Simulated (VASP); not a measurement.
Crystal: Cd.

```
Cd
1.0
     0.00000    2.20992    2.20992
     2.20992    0.00000    2.20992
     2.20992    2.20992    0.00000
Cd
1
Cartesian
  0.0000 0.0000 0.0000
```

| Item | Value |
| --- | --- |
| Program | VASP 6.6.1 |
| Task | relaxation of cell and atoms |
| Functional | revPBE |
| Potentials or basis | VASP PAW PBE potentials, release 64 (Cd) |
| Cutoff | 600 eV |
| k mesh | 12 × 12 × 12 |
| Occupations | fermi-dirac, width 0.1 eV |
| Spin | no spin polarisation |

At the start: pressure 5.0 GPa; volume 21.59 Å³/atom.

Question: Where does the relaxation end?

Answer: Over 3 steps the energy falls by 33.6 meV/atom and the volume is 24.09 Å³/atom (+11.6 %); space group Fm-3m (No. 225, to 0.05 Å).

The path:
```
step  energy change (eV)  largest force (eV/Å)  pressure (GPa)  volume (Å³)
   1              0.0000                0.0000            4.96        21.59
   2             -0.0331                0.0000            0.45        23.74
   3             -0.0336                0.0000            0.00        24.09
```

Final structure:
```yaml
crystal:
  lattice:
    - [0.00000, 2.29216, 2.29216]
    - [2.29216, 0.00000, 2.29216]
    - [2.29216, 2.29216, 0.00000]
  atoms:
    - { symbol: Cd, position: [0.00000, 0.00000, 0.00000] }
```

Caveat: the PAW data sets were made with another functional, which shifts forces and pressure a little.
